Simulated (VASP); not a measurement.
Set up this calculation in VASP 6.6.1, as the native input.

* Task: single point
* Functional: PBE
* Potentials or basis: VASP PAW PBE potentials, release 64 (Mo_sv, Ru_pv)
* Cutoff: 520 eV
* k mesh: 6 × 6 × 2
* Occupations: gaussian, width 0.1 eV
* Spin: no spin polarisation
* Dipole correction: no
* Further INCAR settings: ALGO = Normal; EDIFF = 1e-06; NBANDS = 51

The structure of MoRu5 lies in POSCAR:

```
MoRu5
1.0
    2.7383421000      0.0000000000      0.0000000000
   -1.3691710000      2.3714738000      0.0000000000
    0.0000000000      0.0000000000     13.0345319000
Mo Ru
1 5
Direct
    0.0000000000      0.0000000000      0.5000000000
    0.3333333000      0.6666667000      0.0000000000
    0.3333333000      0.6666667000      0.3287430000
    0.3333333000      0.6666667000      0.6712570000
    0.0000000000      0.0000000000      0.8367370000
    0.0000000000      0.0000000000      0.1632630000
```

One way to write it, as run:

INCAR

```
SYSTEM = MoRu5
  PREC = Accurate
  ENCUT = 520
  EDIFF = 1E-6
  ISMEAR = 0
  SIGMA = 0.1
  LREAL = .False.
  LASPH = .True.
  NELM = 60
  ALGO = Normal
  ISIF = 2
  LWAVE = .False.
  LCHARG = .True.
  GGA = PE
  LELF = .True.
  LVHAR = .True.
  NBANDS = 51
```

KPOINTS

```
Automatic mesh
0
Gamma
  6 6 2
  0 0 0
```

Potentials or basis: VASP PAW PBE potentials, release 64 (Mo_sv, Ru_pv).

Command:

```sh
$ cat potpaw_PBE.64/Mo_sv/POTCAR potpaw_PBE.64/Ru_pv/POTCAR > POTCAR
$ mpirun -np 1 vasp_std > vasp.out
```

Results of the run:

```yaml
Pressure: 0.3 GPa
Largest_force: 0.152 eV/Å
Band_gap_on_the_k_mesh: zero (band 42 reaches 13.95 eV, above the bottom of band 43 at 11.51 eV)
```

Caveat: the k points lie up to 0.44 Å⁻¹ apart.

Run time: 36 s on 1 thread of Intel(R) Xeon(R) 6975P-C (Granite Rapids), with other jobs on the host, peak memory 0.21 GiB.
